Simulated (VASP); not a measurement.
# HfN (NiAs type) (P6_3/mmc) in VASP: a series of runs

HfN (NiAs type) is run at these levels: PBE; tasks: single point.

Program: VASP 6.6.1. These are calculated values, not measurements. Logs are shortened: lines on timing, memory, paths and dates and some standing lists are left out, and cuts for length are marked.

### Step 1. The cell of the first run

Symmetry: P6_3/mmc, No. 194, hexagonal system. Conventional cell: a = 2.855 Å, b = 2.855 Å, c = 5.316 Å, α = 90.00°, β = 90.00°, γ = 120.00°. Hf (site symmetry -3m) has 6 N at 2.12 Å and 2 Hf at 2.66 Å within 2.8 Å. Within 2.8 Å of N (site symmetry -6m2) lie 6 Hf at 2.12 Å.

### Step 2. Single point, PBE

File INCAR:

```
SYSTEM = HfN
ALGO = Normal
EDIFF = 1E-6
ENCUT = 520
GGA = PE
ISIF = 2
ISMEAR = -1
LASPH = .TRUE.
LCHARG = .FALSE.
LREAL = .FALSE.
LWAVE = .FALSE.
NBANDS = 23
NELM = 80
PREC = Accurate
SIGMA = 0.05
```

File KPOINTS:

```
k-points
0
G
  10 10 6
  0 0 0
```

File POSCAR:

```
HfN
1.0
    2.8550831653      0.0000000000      0.0000000000
   -1.4275415827      2.4725745511      0.0000000000
    0.0000000000      0.0000000000      5.3163082388
Hf N
2 2
Direct
    0.0000000000      0.0000000000      0.0000000000
    0.0000000000      0.0000000000      0.5000000000
    0.3333333333      0.6666666667      0.2500000000
    0.6666666667      0.3333333333      0.7500000000
```

Potentials or basis: VASP PAW PBE potentials, release 64 (Hf_pv, N).

Started as:

```console
$ cat potpaw_PBE.64/Hf_pv/POTCAR potpaw_PBE.64/N/POTCAR > POTCAR
$ mpirun -np 1 vasp_std > vasp.out
```

OUTCAR:

```text
SYSTEM = HfN
   EDIFF = 1E-6
   ENCUT = 520
   GGA = PE
   ISIF = 2
   ISMEAR = -1
   LASPH = .TRUE.
   LREAL = .FALSE.
   NELM = 80
   PREC = Accurate

 ion  position               nearest neighbor table
   1  0.000  0.000  0.000-   3 2.12   4 2.12   4 2.12   3 2.12   4 2.12   3 2.12   2 2.66   2 2.66

   2  0.000  0.000  0.500-   3 2.12   4 2.12   4 2.12   3 2.12   4 2.12   3 2.12   1 2.66   1 2.66

   3  0.333  0.667  0.250-   1 2.12   2 2.12   1 2.12   2 2.12   1 2.12   2 2.12
   4  0.667  0.333  0.750-   1 2.12   2 2.12   1 2.12   2 2.12   1 2.12   2 2.12

  LATTYP: Found a hexagonal cell.
 ALAT       =     2.8550831653
 C/A-ratio  =     1.8620502210

  Lattice vectors:

 A1 = (   2.8550831653,   0.0000000000,   0.0000000000)
 A2 = (  -1.4275415827,   2.4725745511,   0.0000000000)
 A3 = (   0.0000000000,   0.0000000000,   5.3163082388)

Analysis of symmetry for initial positions (statically):
=====================================================================
 Subroutine PRICEL returns:
 Original cell was already a primitive cell.

 Routine SETGRP: Setting up the symmetry group for a
 hexagonal supercell.

 Subroutine GETGRP returns: Found 24 space group operations
 (whereof 12 operations were pure point group operations)
 out of a pool of 24 trial point group operations.

The static configuration has the point symmetry D_3d.
 The point group associated with its full space group is D_6h.

Analysis of symmetry for dynamics (positions and initial velocities):
=====================================================================
 Subroutine PRICEL returns:
 Original cell was already a primitive cell.

 Routine SETGRP: Setting up the symmetry group for a
 hexagonal supercell.

 Subroutine GETGRP returns: Found 24 space group operations
 (whereof 12 operations were pure point group operations)
 out of a pool of 24 trial point group operations.

The dynamic configuration has the point symmetry D_3d.
 The point group associated with its full space group is D_6h.

 Subroutine INISYM returns: Found 24 space group operations
 (whereof 12 operations are pure point group operations),
 and found     1 'primitive' translations

----------------------------------------------------------------------------------------

                                     Primitive cell

  volume of cell :      37.5300

  direct lattice vectors                    reciprocal lattice vectors
     2.855083165  0.000000000  0.000000000     0.350252494  0.202218372  0.000000000
    -1.427541583  2.472574551  0.000000000     0.000000000  0.404436744  0.000000000
     0.000000000  0.000000000  5.316308239     0.000000000  0.000000000  0.188100455

  length of vectors
     2.855083165  2.855083165  5.316308239     0.404436744  0.404436744  0.188100455

  position of ions in fractional coordinates (direct lattice)
     0.000000000  0.000000000  0.000000000
     0.000000000  0.000000000  0.500000000
     0.333333333  0.666666667  0.250000000
     0.666666667  0.333333333  0.750000000

  ion indices of the primitive-cell ions
   primitive index   ion index
                 1           1
                 2           2
                 3           3
                 4           4

----------------------------------------------------------------------------------------

 KPOINTS: k-points

Automatic generation of k-mesh.
 Grid dimensions read from file:
 generate k-points for:   10   10    6

 Generating k-lattice:

  Cartesian coordinates                     Fractional coordinates (reciprocal lattice)
     0.035025249  0.020221837  0.000000000     0.100000000  0.000000000  0.000000000
     0.000000000  0.040443674  0.000000000     0.000000000  0.100000000  0.000000000
     0.000000000  0.000000000  0.031350076     0.000000000  0.000000000  0.166666667

  Length of vectors
     0.040443674  0.040443674  0.031350076

  Shift w.r.t. Gamma in fractional coordinates (k-lattice)
     0.000000000  0.000000000  0.000000000

 Subroutine IBZKPT returns following result:
 ===========================================

 Found     56 irreducible k-points:

 Following reciprocal coordinates:
            Coordinates               Weight
  0.000000  0.000000  0.000000      1.000000
  0.100000 -0.000000  0.000000      6.000000
  0.200000 -0.000000  0.000000      6.000000
  0.300000 -0.000000  0.000000      6.000000
  0.400000 -0.000000  0.000000      6.000000
  0.500000 -0.000000  0.000000      3.000000
[... 16 lines left out ...]
  0.300000  0.100000  0.166667     24.000000
  0.400000  0.100000  0.166667     24.000000
 [... further k-points ...]
   k-points           NKPTS =     56   k-points in BZ     NKDIM =     56   number of bands    NBANDS=     23
   number of dos      NEDOS =    301   number of ions     NIONS =      4
   total plane-waves  NPLWV =  23040
   dimension x,y,z NGX =    24 NGY =   24 NGZ =   40
   dimension x,y,z NGXF=    48 NGYF=   48 NGZF=   80
   ions per type =               2   2
   NGX,Y,Z   is equivalent  to a cutoff of  13.97, 13.97, 12.51 a.u.
   NGXF,Y,Z  is equivalent  to a cutoff of  27.95, 27.95, 25.02 a.u.
 SYSTEM =  HfN
   PREC   = accura    normal or accurate (medium, high low for compatibility)
   ISTART =      0    job   : 0-new  1-cont  2-samecut
   ICHARG =      2    charge: 1-file 2-atom 10-const
   ISPIN  =      1    spin polarized calculation?
   LNONCOLLINEAR =      F non collinear calculations
   LSORBIT =      F    spin-orbit coupling
   LASPH  =      T    aspherical Exc in radial PAW
   ENCUT  =  520.0 eV  38.22 Ry    6.18 a.u.   5.31  5.31  9.88*2*pi/ulx,y,z
   NELM   =     80;   NELMIN=  2; NELMDL= -5     # of ELM steps
   EDIFF  = 0.1E-05   stopping-criterion for ELM
   LREAL  =      F    real-space projection
   EDIFFG = 0.1E-04   stopping-criterion for IOM
   NSW    =      0    number of steps for IOM
   IBRION =     -1    ionic relax: 0-MD 1-quasi-New 2-CG
   NFREE  =      0    steps in history (QN), initial steepest desc. (CG)
   ISIF   =      2    stress and relaxation
   ISYM   =      2    0-nonsym 1-usesym 2-fastsym
   POTIM  = 0.5000    time-step for ionic-motion
   TEBEG  =    0.0;   TEEND  =   0.0 temperature during run
   PSTRESS=    0.0 pullay stress
   NELECT =      30.0000    total number of electrons
   NUPDOWN=      -1.0000    fix difference up-down
   EMIN   =  10.00;   EMAX   =-10.00  energy-range for DOS
   EFERMI =   0.00;   METHOD = LEGACY
   ISMEAR =    -1;   SIGMA  =   0.05  broadening in eV -4-tet -1-fermi 0-gaus
   EFERMI_NEDOS =   21; number of points for ismear=-14 and -15
   IALGO  =     38    algorithm
   IMIX   =      4    mixing-type and parameters
     AMIX     =   0.40;   BMIX     =  1.00
     AMIX_MAG =   1.60;   BMIX_MAG =  1.00
  volume/ion in A,a.u.               =       9.38        63.32
  Fermi-wavevector in a.u.,A,eV,Ry     =   1.519343  2.871142 31.407729  2.308403
  Thomas-Fermi vector in A             =   2.628342
   LORBIT       =      0    0 simple, 1 ext, 2 COOP (PROOUT), +10 PAW based schemes
   GGA     = PE    functional components
   LHFCALC =     F    Hartree Fock is set to
   AEXX    =    0.0000 exact exchange contribution
   IVDW    =     0    specifies the selected vdW correction
   LEPSILON=     F    determine dielectric tensor
   LRPA    =     F    only Hartree local field effects (RPA)
 non-spin polarized calculation
  energy-cutoff  :      520.00
  volume of cell :       37.53
 maximum number of plane-waves:      1027
 NGX is ok and might be reduce to    24
   NGX = 11   NGY = 11   NGZ = 19

 number of electron      29.9999991 magnetization

 Free energy of the ion-electron system (eV)
  ---------------------------------------------------
  ext. energy  EPLUGINS =         0.00000000
  ---------------------------------------------------
  free energy    TOTEN  =       -39.12158777 eV

  energy without entropy =      -39.10554827  energy(sigma->0) =      -39.11356802

 E-fermi :   9.7990     XC(G=0): -13.8034

 val. band max:        9.7974324078   @ k =   0.3000   0.2000   0.3333
 cond. band min:       9.8021498328   @ k =   0.3000  -0.0000   0.3333
 fundamental gap:      0.0047174250
 Fermi energy:         9.7989780414

 k-point     1 :       0.0000    0.0000    0.0000
  band No.  band energies     occupation
      1     -22.3542      2.00000
      2     -20.1007      2.00000
      3     -20.1007      2.00000
      4     -19.8440      2.00000
      5     -19.8440      2.00000
      6     -19.8040      2.00000
[... 15 lines left out ...]
     22      16.2541      0.00000
     23      17.1527      0.00000

 k-point     2 :       0.1000   -0.0000    0.0000
  band No.  band energies     occupation
      1     -22.2951      2.00000
      2     -20.3398      2.00000
      3     -20.1459      2.00000
      4     -20.0360      2.00000
      5     -19.8826      2.00000
      6     -19.7762      2.00000
[... 15 lines left out ...]
     22      17.0070      0.00000
     23      17.1488      0.00000

 k-point     3 :       0.2000   -0.0000    0.0000
  band No.  band energies     occupation
      1     -22.1366      2.00000
      2     -20.9174      2.00000
      3     -20.5135      2.00000
      4     -20.2622      2.00000
      5     -19.9822      2.00000
      6     -19.7028      2.00000
[... 15 lines left out ...]
     22      16.6559      0.00000
     23      17.9829      0.00000

 k-point     4 :       0.3000   -0.0000    0.0000
  band No.  band energies     occupation
      1     -21.9371      2.00000
      2     -21.5510      2.00000
      3     -21.0612      2.00000
      4     -20.4021      2.00000
      5     -20.1025      2.00000
      6     -19.6104      2.00000
[... 15 lines left out ...]
     22      16.7895      0.00000
     23      19.7381      0.00000

 k-point     5 :       0.4000   -0.0000    0.0000
  band No.  band energies     occupation
      1     -22.0482      2.00000
      2     -21.7369      2.00000
      3     -21.4758      2.00000
      4     -20.5124      2.00000
      5     -20.1978      2.00000
      6     -19.5343      2.00000
[... 434 lines left out ...]
 k-point    22 :       0.2000    0.1000    0.1667
  band No.  band energies     occupation
      1     -21.8724      2.00000
      2     -21.2660      2.00000
      3     -20.8602      2.00000
      4     -20.3960      2.00000
      5     -20.1342      2.00000
      6     -19.8253      2.00000
[... 15 lines left out ...]
     22      17.3398      0.00000
     23      18.5126      0.00000

 k-point    23 :       0.3000    0.1000    0.1667
  band No.  band energies     occupation
      1     -21.7964      2.00000
      2     -21.6634      2.00000
      3     -21.3090      2.00000
      4     -20.5631      2.00000
      5     -20.2788      2.00000
      6     -19.7321      2.00000
[... 15 lines left out ...]
     22      18.1546      0.00000
     23      19.2376      0.00000

 k-point    24 :       0.4000    0.1000    0.1667
  band No.  band energies     occupation
      1     -22.0757      2.00000
      2     -21.5894      2.00000
      3     -21.5419      2.00000
      4     -20.6647      2.00000
      5     -20.3664      2.00000
      6     -19.6737      2.00000
[... 15 lines left out ...]
     22      18.8761      0.00000
     23      19.2077      0.00000

 [... further k-points ...]
[... 5 lines left out ...]
  --------------------------------------------------------------------------------------
  -------------------------------------------------------------------------------------
  Total       25.4171701     25.4171701     24.7850224     -0.0000000      0.0000000     -0.0000000
  in kB     1085.0742742   1085.0742743   1058.0875058     -0.0000000      0.0000000     -0.0000000
  external PRESSURE =    1076.0786848 kB  Pullay stress =       0.0000000 kB

 VOLUME and BASIS-vectors are now :
 -----------------------------------------------------------------------------
  energy-cutoff  :      520.00
  volume of cell :       37.53
      direct lattice vectors                 reciprocal lattice vectors
     2.855083165  0.000000000  0.000000000     0.350252494  0.202218372  0.000000000
    -1.427541583  2.472574551  0.000000000     0.000000000  0.404436744  0.000000000
     0.000000000  0.000000000  5.316308239     0.000000000  0.000000000  0.188100455

 POSITION                                       TOTAL-FORCE (eV/Angst)
 -----------------------------------------------------------------------------------
      0.00000      0.00000      0.00000        -0.000000      0.000000      0.000000
      0.00000      0.00000      2.65815        -0.000000      0.000000      0.000000
     -0.00000      1.64838      1.32908         0.000000      0.000000      0.000000
      1.42754      0.82419      3.98723        -0.000000     -0.000000     -0.000000
 -----------------------------------------------------------------------------------
    total drift:                               -0.000000      0.000000      0.000000

  FREE ENERGIE OF THE ION-ELECTRON SYSTEM (eV)
  ---------------------------------------------------
  free  energy   TOTEN  =       -39.1215877697 eV

  energy  without entropy=      -39.1055482710  energy(sigma->0) =      -39.11356802
```

Run time: 20 s. Hardware: 1 thread of Intel Xeon 6975P-C (Granite Rapids), shared host; peak memory 0.18 GiB.

Results:

```
Free energy            : -39.1216 eV
Pressure               : 107.6 GPa
Band gap on the k mesh : zero (band 15 reaches 11.16 eV, above the bottom of band 16 at 9.02 eV)
```

Stress tensor (GPa, compression positive):
```
108.51   0.00   0.00
  0.00 108.51   0.00
  0.00   0.00 105.81
```

Levels at points of the mesh, in eV from the Fermi level:
| k point | band 13 | band 14 | band 15 | band 16 | band 17 | band 18 |
| --- | --- | --- | --- | --- | --- | --- |
| (0.00, 0.00, 0.00) | -2.96 | -2.21 | -2.21 | 1.13 | 1.13 | 1.42 |
| (0.50, 0.00, 0.00) | -3.38 | -3.36 | -2.69 | -0.29 | 5.91 | 5.93 |
| (0.00, 0.00, 0.50) | -4.45 | -4.45 | 0.96 | 0.96 | 2.52 | 2.52 |
| (0.50, 0.00, 0.50) | -4.70 | -4.70 | -0.72 | -0.72 | 6.18 | 6.18 |

Caveat: spin-orbit coupling is left out, which moves the levels of the heavy elements.

### Step 3. Single point, PBE

File INCAR:

```
ALGO = Normal
EDIFF = 1E-6
ENCUT = 520
GGA = PE
ISIF = 2
ISMEAR = -1
LASPH = T
LCHARG = F
LREAL = F
LWAVE = F
NBANDS = 23
NELM = 80
PREC = Accurate
SIGMA = 0.05
```

File KPOINTS:

```
k-points
0
Gamma
  10 10 6
```

POSCAR, as its differences from that of step 2:

```diff
@@ -2,3 +2,3 @@
 1.0
-    2.8550831653      0.0000000000      0.0000000000
+    2.8550831654      0.0000000000      0.0000000000
    -1.4275415827      2.4725745511      0.0000000000
```

Potentials or basis: VASP PAW PBE potentials, release 64 (Hf_pv, N).

Started as:

```console
$ cat potpaw_PBE.64/Hf_pv/POTCAR potpaw_PBE.64/N/POTCAR > POTCAR
$ mpirun -np 1 vasp_std > vasp.out
```

Run time: 19 s. Hardware: 1 thread of Intel Xeon 6975P-C (Granite Rapids), shared host; peak memory 0.18 GiB.

Results (log left out):

```
Free energy            : -39.1216 eV
Pressure               : 107.6 GPa
Band gap on the k mesh : zero (band 15 reaches 11.16 eV, above the bottom of band 16 at 9.02 eV)
```

Stress tensor (GPa, compression positive):
```
108.51   0.00   0.00
  0.00 108.51   0.00
  0.00   0.00 105.81
```

Levels at points of the mesh, in eV from the Fermi level:
```
           k point  band 11  band 12  band 13  band 14  band 15  band 16  band 17  band 18  band 19  band 20
(0.00, 0.00, 0.00)    -5.72    -3.67    -2.96    -2.21    -2.21     1.13     1.13     1.42     1.42     5.19
(0.50, 0.00, 0.00)    -6.19    -4.67    -3.38    -3.36    -2.69    -0.29     5.91     5.93     6.94     8.00
(0.00, 0.00, 0.50)    -4.45    -4.45    -4.45    -4.45     0.96     0.96     2.52     2.52     2.52     2.52
(0.50, 0.00, 0.50)    -5.40    -5.40    -4.70    -4.70    -0.72    -0.72     6.18     6.18     7.35     7.35
```

Caveat: spin-orbit coupling is left out, which moves the levels of the heavy elements.
